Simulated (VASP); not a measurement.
**ErH: single point with PBEsol**

Crystal: ErH.

```
CELL_PARAMETERS angstrom
0.00000 2.43585 2.43585
2.43585 0.00000 2.43585
2.43585 2.43585 0.00000
ATOMIC_POSITIONS crystal
Er 0.00000 0.00000 0.00000
H 0.50000 0.50000 0.50000
```

* Program: VASP 6.6.1
* Task: single point
* Functional: PBEsol
* Potentials or basis: VASP PAW PBE potentials, release 64 (Er, H)
* Cutoff: 520 eV
* k mesh: 8 × 8 × 8
* Occupations: fermi-dirac, width 0.15 eV
* Spin: collinear spin, ferromagnetic start
* Starting moments: [2.1, 0.0] μB
* Dipole correction: no
* Further INCAR settings: ALGO = Normal; EDIFF = 1e-06; NBANDS = 22

```
Pressure                                              : -1.3 GPa
Net moment                                            : 2.38 μB per cell
Site moments                                          : Er +2.40; H -0.00 μB
Valence electrons inside the program's atomic spheres : Er 19.70; H 0.51
```

Levels at points of the mesh, in eV from the Fermi level:
Spin up:
```
           k point  band 10  band 11  band 12  band 13  band 14  band 15  band 16  band 17
(0.00, 0.00, 0.00)    -1.68    -1.68    -1.68     2.57     2.57     2.57     5.11     5.11
(0.50, 0.00, 0.00)    -1.96    -1.82    -1.82    -1.67     1.95     1.95     6.94     7.14
(0.50, 0.50, 0.00)    -1.82    -1.81    -1.81    -0.71     2.50     7.13     7.89     7.89
```
Spin down:
```tsv
k point	band 8	band 9	band 10	band 11	band 12	band 13
(0.00, 0.00, 0.00)	-0.23	-0.12	-0.12	-0.12	-0.06	2.72
(0.50, 0.00, 0.00)	-0.42	-0.22	-0.08	0.06	0.06	0.26
(0.50, 0.50, 0.00)	-0.41	-0.41	-0.06	0.03	0.03	0.26
```

Wall time 68 s on 1 thread of Intel(R) Xeon(R) Platinum 8488C (Sapphire Rapids), on a shared host, peak memory 0.2 GiB.

Caveat: the magnetic or orbital state may not be the lowest; the PAW data sets were made with another functional, which shifts forces and pressure a little; spin-orbit coupling is left out, which moves the levels of the heavy elements; without U or exact exchange the open f shell lies at the Fermi level, which spoils levels, moments and volumes. The state reached can hang on the start; a lower one may exist.
